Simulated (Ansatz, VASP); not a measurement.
## Bi2H3: VASP beside Ansatz

File INCAR:

```
ALGO = Normal ; EDIFF = 1E-7
EDIFFG = -0.01 ; ENCUT = 600
GGA = PE ; IBRION = 2
ISIF = 3 ; ISMEAR = 0
LASPH = T ; LCHARG = F
LREAL = F ; LWAVE = F
NELM = 100 ; NSW = 100
PREC = Accurate ; SIGMA = 0.1
```

Contents of KPOINTS:

```
k-points
0
Gamma
  12 12 10
```

POSCAR

```
Bi2H3
1.0
    5.3052813077      0.0000000000      0.0000000000
   -2.6526406538      4.5945083867      0.0000000000
    0.0000000000      0.0000000000      4.1137954202
Bi H
2 3
Direct
    0.3333333333      0.6666666667      0.0000000000
    0.6666666667      0.3333333333      0.0000000000
    0.3333333333      0.6666666667      0.5000000000
    0.6666666667      0.3333333333      0.5000000000
    0.0000000000      0.0000000000      0.5000000000
```

Input for Ansatz:

```yaml
crystal:
  lattice:
    - [5.3052813077, 0.0, 0.0]
    - [-2.6526406538, 4.5945083867, 0.0]
    - [0.0, 0.0, 4.1137954202]
  atoms:
    - { symbol: Bi, position: [0.3333333333, 0.6666666667, 0.0] }
    - { symbol: Bi, position: [0.6666666667, 0.3333333333, 0.0] }
    - { symbol: H, position: [0.3333333333, 0.6666666667, 0.5] }
    - { symbol: H, position: [0.6666666667, 0.3333333333, 0.5] }
    - { symbol: H, position: [0.0, 0.0, 0.5] }
basis:
  ecutwfc: 420
kpoints:
  mp_grid: { grid: [12, 12, 10] }
hamiltonian:
  xc: pbe
scf:
  occupations: { method: gaussian, width: 0.1 }
output:
  forces: true
  stress: true
  eigenvalues: true
  write_density: true
  write_potential: true
  elf: true
  volumetric_format: npy
relax:
  adjacent_minimum: "off"
  f_tol: 0.01
  max_steps: 80
  cell: { stress_tol: 0.05 }
```

Alike in both runs: task relaxation of cell and atoms; functional PBE; k mesh 12 × 12 × 10; occupations gaussian, width 0.1 eV; no spin polarisation.

|  | VASP | Ansatz |
| --- | --- | --- |
| version | VASP 6.6.1 | Ansatz 0.2.0 |
| potentials or method | VASP PAW PBE potentials, release 64 (Bi_d, H), cutoff 600 eV | scalar-relativistic, plane waves, PAW |
| valence electrons in the cell | 33 | 33 |

```csv
,VASP,Ansatz,Ansatz less VASP
"gap on the k mesh at the Fermi level, each at its own relaxed structure (eV)",none,none,-
relaxed volume (Å³/atom),20.35,20.35,+0.003
relaxed cell length with the largest relative difference (Å),5.368,5.369,+0.0005
```

A gap of «none» marks a metal or a gap that the smearing closes.

Neither program's run includes spin-orbit coupling.
